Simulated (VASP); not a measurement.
Crystal: CdBiO4.

```
Cd Bi O
1.0
     3.45735    0.00000    0.00000
    -1.72867    2.99415    0.00000
     0.00000    0.00000    7.51835
Cd Bi O
1 1 4
Cartesian
  0.0000 0.0000 0.0000
  0.0000 0.0000 3.7592
  0.0000 1.9961 5.5467
  0.0000 1.9961 1.9717
  1.7287 0.9981 5.5467
  1.7287 0.9981 1.9717
```

The cell was generated, and may not be a known phase.

```yaml
Program: VASP 6.6.1
Task: relaxation of cell and atoms
Functional: PBE
Potentials_or_basis: VASP PAW PBE potentials, release 64 (Cd, Bi_d, O)
Cutoff: 600 eV
k_mesh: 6 × 6 × 2
Occupations: gaussian, width 0.1 eV
Spin: no spin polarisation
```

At the start: pressure 6.5 GPa; volume 12.97 Å³/atom.

How do energy, volume and symmetry change on relaxing?

Over 10 steps the energy falls by 388.8 meV/atom and the volume is 12.58 Å³/atom (-3.0 %); space group P6/mmm (No. 191, to 0.1 Å) before and after.

The path:
| step | energy change (eV) | largest force (eV/Å) | pressure (GPa) | volume (Å³) |
| --- | --- | --- | --- | --- |
| 1 | 0.0000 | 0.2506 | 6.47 | 77.83 |
| 2 | -1.8047 | 0.0538 | -6.64 | 83.09 |
| 3 | -1.9515 | 0.1403 | -8.99 | 84.32 |
| 4 | -2.2415 | 0.5056 | 0.30 | 75.76 |
| 5 | -2.2515 | 0.4655 | -1.27 | 76.94 |
| 6 | -2.2979 | 0.3454 | 0.71 | 75.59 |
| 7 | -2.3050 | 0.2734 | 1.86 | 74.86 |
| 8 | -2.3294 | 0.0356 | -0.40 | 75.82 |
| 9 | -2.3296 | 0.0173 | -0.55 | 75.89 |
| 10 | -2.3328 | 0.0066 | -0.13 | 75.47 |

Final structure:
```
Cd Bi O
1.0
     3.74968    0.00000    0.00000
    -1.87484    3.24732    0.00000
     0.00000    0.00000    6.19779
Cd Bi O
1 1 4
Direct
  0.00000 0.00000 0.00000
  0.00000 0.00000 0.50000
  0.33333 0.66667 0.74791
  0.33333 0.66667 0.25209
  0.66667 0.33333 0.74791
  0.66667 0.33333 0.25209
```

Caveat: the k points lie up to 0.51 Å⁻¹ apart in the final cell, too coarse for converged energies and pressures of a metal; a cell axis changed by over 15 % at a fixed basis, so the end point is rough; an odd number of electrons without spin polarisation forces a metal; a magnetic or distorted state may lie lower.
